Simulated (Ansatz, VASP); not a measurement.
# One calculation of FeGe, two programs

```
Ge Fe
1.0
     4.99760    0.00000    0.00000
    -2.49880    4.32805    0.00000
     0.00000    0.00000    4.11576
Ge Fe
3 3
Direct
  0.66667 0.33333 0.50000
  0.33333 0.66667 0.50000
  0.00000 0.00000 0.00000
  0.00000 0.50000 0.00000
  0.50000 0.50000 0.00000
  0.50000 0.00000 0.00000
```

Alike in both runs: task single point; functional PBE; k mesh 6 × 6 × 7; occupations fermi-dirac, width 0.05 eV; collinear spin.

|  | VASP | Ansatz |
| --- | --- | --- |
| version | VASP 6.6.1 | Ansatz 0.2.0 |
| potentials or method | VASP PAW PBE potentials, release 64 (Ge_d, Fe) | Ansatz PAW |
| plane-wave cutoff (eV) | 520 | 420 |
| valence electrons in the cell | 66 | 90 |

```csv
,VASP,Ansatz,Ansatz less VASP
gap on the k mesh at the Fermi level (eV),none,none,-
pressure (GPa),-3.9,-4.0,-0.05
"traceless stress, the component that is largest in VASP (GPa)",-0.55,-0.54,+0.010
net moment per atom (μB),0.72,0.72,+0.001
size of the moment on the site where the two differ most (μB),0.09,0.07,-0.021
```

Site moments also hang on the region over which each program counts them. A gap of «none» marks a metal or a gap that the smearing closes. VASP's potentials hold 66 valence electrons a cell and Ansatz's 90, so a difference there can come from the potentials and not from the codes.
